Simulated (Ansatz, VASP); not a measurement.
**One calculation of KF, two programs**

```
K F
1.0
     0.00000    2.65896    2.65896
     2.65896    0.00000    2.65896
     2.65896    2.65896    0.00000
K F
1 1
Direct
  0.00000 0.00000 0.00000
  0.50000 0.50000 0.50000
```

Alike in both runs: task single point; functional PBE; k mesh 8 × 8 × 8; occupations fermi-dirac, width 0.02 eV; no spin polarisation.

```csv
,VASP,Ansatz
version,VASP 6.6.1,Ansatz 0.2.0
potentials or method,"VASP PAW PBE potentials, release 64 (K_sv, F)","plane waves, PAW"
plane-wave cutoff (eV),520,420
valence electrons in the cell,16,16
```

|  | VASP | Ansatz | Ansatz less VASP |
| --- | --- | --- | --- |
| gap on the k mesh at the Fermi level (eV) | 6.24 | 6.26 | +0.017 |
| pressure (GPa) | 2.0 | 1.9 | -0.05 |

The functional is the same, so the differences come from potentials, cutoffs and numerics.
